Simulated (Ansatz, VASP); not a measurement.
# Two plane-wave programs on ZrS2

File INCAR:

```
PREC = Accurate
ENCUT = 500
EDIFF = 1E-6
ISMEAR = 0
SIGMA = 0.05
LREAL = F
LASPH = T
NELM = 200
ALGO = Normal
ISIF = 2
LWAVE = F
LCHARG = F
MAGMOM = 0 0 0 0 0 0 0 0 0
LORBIT = 11
LSORBIT = T
GGA_COMPAT = F
LORBMOM = T
LMAXMIX = 4
GGA = PE
NBANDS = 37
```

KPOINTS

```
regular mesh
0
Gamma
  12 12 8
```

Contents of POSCAR:

```
ZrS2
1.0
    3.6913825500      0.0000000000      0.0000000000
   -1.8456912700      3.1968310600      0.0000000000
    0.0000000000      0.0000000000      6.0410770100
Zr S
1 2
Direct
    0.0000000000      0.0000000000      0.0000000000
    0.6666666700      0.3333333300      0.7620900300
    0.3333333300      0.6666666700      0.2379099700
```

Input for Ansatz:

```yaml
crystal:
  lattice:
    - [3.69138255, 0.0, 0.0]
    - [-1.84569127, 3.19683106, 0.0]
    - [0.0, 0.0, 6.04107701]
  atoms:
    - { symbol: Zr, position: [0.0, 0.0, 0.0] }
    - { symbol: S, position: [0.66666667, 0.33333333, 0.76209003] }
    - { symbol: S, position: [0.33333333, 0.66666667, 0.23790997] }
basis:
  ecutwfc: 420
kpoints:
  mp_grid: { grid: [12, 12, 8] }
hamiltonian:
  xc: pbe
scf:
  occupations: { method: gaussian, width: 0.05 }
output:
  forces: true
  eigenvalues: true
  eigenstates:
    nscf_kmesh: { grid: [24, 24, 10] }
    top_band: c12
    de_dk: true
    localisation: true
  stress: true
checkpoint:
  write: ck
  compress: false
  write_wavefunctions: false
  write_every: 100000
magnetization:
  noncollinear: true
  spin_orbit: true
```

Alike in both runs: task single point; functional PBE; k mesh 12 × 12 × 8; occupations gaussian, width 0.05 eV; non-collinear spin, spin-orbit coupling.

|  | VASP | Ansatz |
| --- | --- | --- |
| version | VASP 6.6.1 | Ansatz 0.2.0 |
| potentials or method | VASP PAW PBE potentials, release 64 (Zr_sv, S), cutoff 500 eV | plane waves, PAW |
| valence electrons in the cell | 24 | 24 |

|  | VASP | Ansatz | Ansatz less VASP |
| --- | --- | --- | --- |
| pressure (GPa) | 0.4 | 0.5 | +0.03 |
| traceless stress, the component that is largest in VASP (GPa) | 0.76 | 0.73 | -0.028 |
| rms of the force components (eV/Å) | 0.025 | 0.022 | -0.0035 |

Atom by atom the forces differ by 0.004 eV/Å (rms over components). The functional is the same, so the differences come from potentials, cutoffs and numerics.
